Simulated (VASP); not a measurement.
# C (R-3m) in VASP: further runs

Runs on C. Level: PBEsol+D3(BJ). Tasks: single point.

All numbers are computed with VASP 6.6.1; they aren't measurements. Logs are shortened: lines on timing, memory, paths and dates and some standing lists are left out, and cuts for length are marked.

## 1. The cell of the first run

Symmetry: R-3m, No. 166, trigonal system. Conventional cell: a = 2.397 Å, b = 2.397 Å, c = 9.603 Å, α = 90.00°, β = 90.00°, γ = 120.00°. Within 1.8 Å of C (site symmetry 3m) lie 3 C at 1.38 Å.

## 2. Single point, PBEsol+D3(BJ)

INCAR reads:

```
SYSTEM = C
  PREC = Accurate
  ENCUT = 520
  EDIFF = 1E-6
  ISMEAR = 0
  SIGMA = 0.05
  LREAL = .False.
  LASPH = .True.
  NELM = 80
  ALGO = Normal
  ISIF = 2
  LWAVE = .False.
  LCHARG = .False.
  GGA = PS
  IVDW = 12
  NBANDS = 11
```

KPOINTS reads:

```
regular mesh
0
Gamma
  15 15 15
  0 0 0
```

POSCAR reads:

```
C
1.0
    1.1983199578      0.6918503502      3.2008942776
   -1.1983199578      0.6918503502      3.2008942776
    0.0000000000     -1.3837007004      3.2008942776
C
2
Direct
    0.1665836162      0.1665836162      0.1665836162
    0.8334163838      0.8334163838      0.8334163838
```

Potentials or basis: VASP PAW PBE potentials, release 64 (C).

On the command line:

```sh
cat potpaw_PBE.64/C/POTCAR > POTCAR
mpirun -np 1 vasp_std > vasp.out
```

OUTCAR:

```text
SYSTEM = C
   PREC = Accurate
   ENCUT = 520
   EDIFF = 1E-6
   ISMEAR = 0
   LREAL = .False.
   LASPH = .True.
   NELM = 80
   ISIF = 2
   GGA = PS
   IVDW = 12
 IVDW          = 12

 ion  position               nearest neighbor table
   1  0.167  0.167  0.167-   2 1.38   2 1.38   2 1.38
   2  0.833  0.833  0.833-   1 1.38   1 1.38   1 1.38

  LATTYP: Found a trigonal (rhomboedric) cell.
 ALAT       =     3.4871695979
 COS(alpha) =     0.7638274378

  Lattice vectors:

 A1 = (   1.1983199578,   0.6918503502,   3.2008942776)
 A2 = (  -1.1983199578,   0.6918503502,   3.2008942776)
 A3 = (   0.0000000000,  -1.3837007004,   3.2008942776)

Analysis of symmetry for initial positions (statically):
=====================================================================
 Subroutine PRICEL returns:
 Original cell was already a primitive cell.

 Routine SETGRP: Setting up the symmetry group for a
 trigonal (rhombohedral) supercell.

 Subroutine GETGRP returns: Found 12 space group operations
 (whereof 12 operations were pure point group operations)
 out of a pool of 12 trial point group operations.

The static configuration has the point symmetry D_3d.

Analysis of symmetry for dynamics (positions and initial velocities):
=====================================================================
 Subroutine PRICEL returns:
 Original cell was already a primitive cell.

 Routine SETGRP: Setting up the symmetry group for a
 trigonal (rhombohedral) supercell.

 Subroutine GETGRP returns: Found 12 space group operations
 (whereof 12 operations were pure point group operations)
 out of a pool of 12 trial point group operations.

The dynamic configuration has the point symmetry D_3d.

 Subroutine INISYM returns: Found 12 space group operations
 (whereof 12 operations are pure point group operations),
 and found     1 'primitive' translations

----------------------------------------------------------------------------------------

                                     Primitive cell

  volume of cell :      15.9224

  direct lattice vectors                    reciprocal lattice vectors
     1.198319958  0.691850350  3.200894278     0.417250833  0.240899880  0.104137564
    -1.198319958  0.691850350  3.200894278    -0.417250833  0.240899880  0.104137564
     0.000000000 -1.383700700  3.200894278     0.000000000 -0.481799761  0.104137564

  length of vectors
     3.487169598  3.487169598  3.487169598     0.492925595  0.492925595  0.492925595

  position of ions in fractional coordinates (direct lattice)
     0.166583616  0.166583616  0.166583616
     0.833416384  0.833416384  0.833416384

  ion indices of the primitive-cell ions
   primitive index   ion index
                 1           1
                 2           2

----------------------------------------------------------------------------------------

 KPOINTS: regular mesh

Automatic generation of k-mesh.
 Grid dimensions read from file:
 generate k-points for:   15   15   15

 Generating k-lattice:

  Cartesian coordinates                     Fractional coordinates (reciprocal lattice)
     0.027816722  0.016059992  0.006942504     0.066666667  0.000000000  0.000000000
    -0.027816722  0.016059992  0.006942504     0.000000000  0.066666667  0.000000000
     0.000000000 -0.032119984  0.006942504     0.000000000  0.000000000  0.066666667

  Length of vectors
     0.032861706  0.032861706  0.032861706

  Shift w.r.t. Gamma in fractional coordinates (k-lattice)
     0.000000000  0.000000000  0.000000000

 Subroutine IBZKPT returns following result:
 ===========================================

 Found    344 irreducible k-points:

 Following reciprocal coordinates:
            Coordinates               Weight
  0.000000  0.000000  0.000000      1.000000
  0.066667  0.000000 -0.000000      6.000000
  0.133333  0.000000 -0.000000      6.000000
  0.200000  0.000000 -0.000000      6.000000
  0.266667  0.000000 -0.000000      6.000000
  0.333333  0.000000  0.000000      6.000000
[... 16 lines left out ...]
  0.133333  0.133333 -0.000000      6.000000
  0.200000  0.133333 -0.000000     12.000000
 [... further k-points ...]
   k-points           NKPTS =    344   k-points in BZ     NKDIM =    344   number of bands    NBANDS=     11
   number of dos      NEDOS =    301   number of ions     NIONS =      2
   total plane-waves  NPLWV =  21952
   dimension x,y,z NGX =    28 NGY =   28 NGZ =   28
   dimension x,y,z NGXF=    56 NGYF=   56 NGZF=   56
   ions per type =               2
   NGX,Y,Z   is equivalent  to a cutoff of  13.35, 13.35, 13.35 a.u.
   NGXF,Y,Z  is equivalent  to a cutoff of  26.70, 26.70, 26.70 a.u.
 SYSTEM =  C
   PREC   = accura    normal or accurate (medium, high low for compatibility)
   ISTART =      0    job   : 0-new  1-cont  2-samecut
   ICHARG =      2    charge: 1-file 2-atom 10-const
   ISPIN  =      1    spin polarized calculation?
   LNONCOLLINEAR =      F non collinear calculations
   LSORBIT =      F    spin-orbit coupling
   LASPH  =      T    aspherical Exc in radial PAW
   ENCUT  =  520.0 eV  38.22 Ry    6.18 a.u.   6.48  6.48  6.48*2*pi/ulx,y,z
   NELM   =     80;   NELMIN=  2; NELMDL= -5     # of ELM steps
   EDIFF  = 0.1E-05   stopping-criterion for ELM
   LREAL  =      F    real-space projection
   EDIFFG = 0.1E-04   stopping-criterion for IOM
   NSW    =      0    number of steps for IOM
   IBRION =     -1    ionic relax: 0-MD 1-quasi-New 2-CG
   NFREE  =      0    steps in history (QN), initial steepest desc. (CG)
   ISIF   =      2    stress and relaxation
   ISYM   =      2    0-nonsym 1-usesym 2-fastsym
   POTIM  = 0.5000    time-step for ionic-motion
   TEBEG  =    0.0;   TEEND  =   0.0 temperature during run
   PSTRESS=    0.0 pullay stress
   NELECT =       8.0000    total number of electrons
   NUPDOWN=      -1.0000    fix difference up-down
   EMIN   =  10.00;   EMAX   =-10.00  energy-range for DOS
   EFERMI =   0.00;   METHOD = LEGACY
   ISMEAR =     0;   SIGMA  =   0.05  broadening in eV -4-tet -1-fermi 0-gaus
   EFERMI_NEDOS =   21; number of points for ismear=-14 and -15
   IALGO  =     38    algorithm
   IMIX   =      4    mixing-type and parameters
     AMIX     =   0.40;   BMIX     =  1.00
     AMIX_MAG =   1.60;   BMIX_MAG =  1.00
  volume/ion in A,a.u.               =       7.96        53.72
  Fermi-wavevector in a.u.,A,eV,Ry     =   1.301474  2.459430 23.046034  1.693836
  Thomas-Fermi vector in A             =   2.432606
   LORBIT       =      0    0 simple, 1 ext, 2 COOP (PROOUT), +10 PAW based schemes
   GGA     = PS    functional components
   LHFCALC =     F    Hartree Fock is set to
   AEXX    =    0.0000 exact exchange contribution
   IVDW    =    12    specifies the selected vdW correction
   LEPSILON=     F    determine dielectric tensor
   LRPA    =     F    only Hartree local field effects (RPA)
 non-spin polarized calculation
 Gauss-broadening in eV      SIGMA  =   0.05
  energy-cutoff  :      520.00
  volume of cell :       15.92
 maximum number of plane-waves:       450
 NGX is ok and might be reduce to    28
   NGX = 13   NGY = 13   NGZ = 13

 number of electron       8.0000000 magnetization

 Free energy of the ion-electron system (eV)
  ---------------------------------------------------
  ext. energy  EPLUGINS =         0.00000000
  ---------------------------------------------------
  free energy    TOTEN  =       -19.17450261 eV

  energy without entropy =      -19.17450261  energy(sigma->0) =      -19.17450261

 E-fermi :   5.4441     XC(G=0): -11.0523

 val. band max:        5.1242149829   @ k =  -0.3333   0.3333   0.0000
 cond. band min:       5.9616125866   @ k =  -0.3333   0.3333   0.0000
 fundamental gap:      0.8373976037
 Fermi energy:         5.4440955456

 k-point     1 :       0.0000    0.0000    0.0000
  band No.  band energies     occupation
      1     -14.8046      2.00000
      2      -1.3355      2.00000
      3       2.6468      2.00000
      4       2.6468      2.00000
      5       9.6750      0.00000
      6      14.4881      0.00000
      7      14.4881      0.00000
      8      17.9548      0.00000
      9      20.3403      0.00000
     10      29.1708      0.00000
     11      33.0128      0.00000

 k-point     2 :       0.0667    0.0000   -0.0000
  band No.  band energies     occupation
      1     -14.6909      2.00000
      2      -1.2220      2.00000
      3       2.2083      2.00000
      4       2.4038      2.00000
      5       9.8358      0.00000
      6      14.5606      0.00000
      7      14.9789      0.00000
      8      17.5293      0.00000
      9      20.5051      0.00000
     10      29.5498      0.00000
     11      31.6703      0.00000

 k-point     3 :       0.1333    0.0000   -0.0000
  band No.  band energies     occupation
      1     -14.3507      2.00000
      2      -0.8826      2.00000
      3       1.0365      2.00000
      4       1.7907      2.00000
      5      10.3185      0.00000
      6      14.6574      0.00000
      7      16.3274      0.00000
      8      16.3774      0.00000
      9      21.0168      0.00000
     10      29.1761      0.00000
     11      30.6296      0.00000
[... 267 lines left out ...]
 k-point    23 :       0.1333    0.1333   -0.0000
  band No.  band energies     occupation
      1     -14.3290      2.00000
      2      -1.0544      2.00000
      3       1.0572      2.00000
      4       1.7724      2.00000
      5      10.6489      0.00000
      6      14.6132      0.00000
      7      16.3319      0.00000
      8      16.3372      0.00000
      9      21.0559      0.00000
     10      28.7897      0.00000
     11      30.5379      0.00000

 k-point    24 :       0.2000    0.1333   -0.0000
  band No.  band energies     occupation
      1     -13.9804      2.00000
      2      -0.7896      2.00000
      3       0.1897      2.00000
      4       1.1083      2.00000
      5      11.2784      0.00000
      6      14.8707      0.00000
      7      15.3633      0.00000
      8      17.1262      0.00000
      9      21.7160      0.00000
     10      26.9783      0.00000
     11      31.1464      0.00000

 [... further k-points ...]

------------------------ aborting loop because EDIFF is reached ----------------------------------------

 Edisp (eV)   -0.22641

 E8    (eV) :    -0.1101

  FORCE on cell =-STRESS in cart. coord.  units (eV):
  Direction    XX          YY          ZZ          XY          YZ          ZX
  --------------------------------------------------------------------------------------
  -------------------------------------------------------------------------------------
  Total       4.03978     4.03978     0.09499     0.00000     0.00000     0.00000
  in kB     406.50044   406.50044     9.55784     0.00000     0.00000     0.00000
  external pressure =      274.19 kB  Pullay stress =        0.00 kB

 VOLUME and BASIS-vectors are now :
 -----------------------------------------------------------------------------
  energy-cutoff  :      520.00
  volume of cell :       15.92
      direct lattice vectors                 reciprocal lattice vectors
     1.198319958  0.691850350  3.200894278     0.417250833  0.240899880  0.104137564
    -1.198319958  0.691850350  3.200894278    -0.417250833  0.240899880  0.104137564
     0.000000000 -1.383700700  3.200894278     0.000000000 -0.481799761  0.104137564

 POSITION                                       TOTAL-FORCE (eV/Angst)
 -----------------------------------------------------------------------------------
      0.00000      0.00000      1.59965         0.000000      0.000000     -0.003087
      0.00000      0.00000      8.00303         0.000000      0.000000      0.003087
 -----------------------------------------------------------------------------------
    total drift:                               -0.000000      0.000000      0.000000

  FREE ENERGIE OF THE ION-ELECTRON SYSTEM (eV)
  ---------------------------------------------------
  free  energy   TOTEN  =       -19.4009083634 eV

  energy  without entropy=      -19.4009083634  energy(sigma->0) =      -19.40090836
```

Wall time 35 s (1 thread of Intel Xeon 6975P-C (Granite Rapids), shared host); peak memory 0.19 GiB.

Results:

```
Free energy                : -19.4009 eV
Pressure                   : 27.4 GPa
Largest force              : 0.003 eV/Å
Dispersion energy per atom : -0.113 eV
```

Forces on the atoms (eV/Å):
```
C    0.000  0.000 -0.003
C    0.000  0.000  0.003
```

Stress tensor (GPa, compression positive):
```
40.65  0.00  0.00
 0.00 40.65  0.00
 0.00  0.00  0.96
```

Caveat: the stress differs along the axes, from 1 to 41 GPa; the PAW data sets were made with another functional, which shifts forces and pressure a little.

## 3. Single point, PBEsol+D3(BJ)

This run uses another cell than the first one, of 8.17 Å³/atom.

INCAR reads:

```
SYSTEM = C
PREC = Accurate ; ENCUT = 520
EDIFF = 1E-6 ; ISMEAR = 0
SIGMA = 0.05 ; LREAL = .FALSE.
LASPH = .TRUE. ; NELM = 60
ALGO = Normal ; ISIF = 2
LWAVE = .FALSE. ; LCHARG = .FALSE.
GGA = PS ; IVDW = 12
NBANDS = 11
```

KPOINTS reads:

```
regular mesh
0
G
  15 15 15
  0 0 0
```

POSCAR reads:

```
C
1.0
    1.2085210405      0.6977399481      3.2281429160
   -1.2085210405      0.6977399481      3.2281429160
    0.0000000000     -1.3954798961      3.2281429160
C
2
Direct
    0.1665836162      0.1665836162      0.1665836162
    0.8334163838      0.8334163838      0.8334163838
```

Potentials or basis: VASP PAW PBE potentials, release 64 (C).

On the command line:

```sh
cat potpaw_PBE.64/C/POTCAR > POTCAR
mpirun -np 1 vasp_std > vasp.out
```

Wall time 37 s (1 thread of Intel Xeon 6975P-C (Granite Rapids), shared host); peak memory 0.2 GiB.

Results (log left out):

| Item | Value |
| --- | --- |
| Free energy | -19.4588 eV |
| Pressure | 17.7 GPa |
| Dispersion energy per atom | -0.114 eV |

Stress tensor (GPa, compression positive):
```
26.30  0.00  0.00
 0.00 26.30  0.00
 0.00  0.00  0.56
```

Caveat: the stress differs along the axes, from 1 to 26 GPa; the PAW data sets were made with another functional, which shifts forces and pressure a little.

[end of part 1 of 2]
